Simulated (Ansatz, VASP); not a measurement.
# MgS: VASP beside Ansatz

INCAR

```
ALGO = Normal
EDIFF = 1E-6
ENCUT = 600
GGA = RE
GGA_COMPAT = False
ISIF = 2
ISMEAR = 0
LASPH = True
LCHARG = True
LELF = True
LREAL = False
LVHAR = True
LWAVE = False
NBANDS = 11
NELM = 120
PREC = Accurate
SIGMA = 0.05
```

The input KPOINTS:

```
k-points
0
Gamma
  8 8 8
```

Contents of POSCAR:

```
MgS
1.0
    0.0000000000      2.6182965000      2.6182965000
    2.6182965000      0.0000000000      2.6182965000
    2.6182965000      2.6182965000      0.0000000000
Mg S
1 1
Direct
    0.0000000000      0.0000000000      0.0000000000
    0.5000000000      0.5000000000      0.5000000000
```

Input for Ansatz:

```yaml
crystal:
  lattice:
    - [0.0, 2.6182965, 2.6182965]
    - [2.6182965, 0.0, 2.6182965]
    - [2.6182965, 2.6182965, 0.0]
  atoms:
    - { symbol: Mg, position: [0.0, 0.0, 0.0] }
    - { symbol: S, position: [0.5, 0.5, 0.5] }
basis:
  ecutwfc: 420
  ecutrho_ratio: 4
kpoints:
  mp_grid: { grid: [8, 8, 8] }
hamiltonian:
  xc: revpbe
scf:
  occupations: { method: gaussian, width: 0.05 }
output:
  forces: true
  stress: true
  eigenvalues: true
```

Alike in both runs: task single point; functional revPBE; k mesh 8 × 8 × 8; occupations gaussian, width 0.05 eV; no spin polarisation.

|  | VASP | Ansatz |
| --- | --- | --- |
| version | VASP 6.6.1 | Ansatz 0.2.0 |
| potentials or method | VASP PAW PBE potentials, release 64 (Mg, S), cutoff 600 eV | scalar-relativistic, plane waves, PAW |
| valence electrons in the cell | 8 | 16 |

VASP gave:

| Quantity | Value |
| --- | --- |
| gap on the k mesh at the Fermi level (eV) | 2.85 |
| least direct gap on the mesh (eV) | 3.69 |
| pressure (GPa) | 1.0 |

Q: Which values does Ansatz return?

A: gap on the k mesh at the Fermi level (eV): 2.88; least direct gap on the mesh (eV): 3.71; pressure (GPa): 1.4.

VASP's potentials were made for PBE, not for revPBE. VASP's potentials hold 8 valence electrons a cell and Ansatz's 16, so a difference there can come from the potentials and not from the codes.
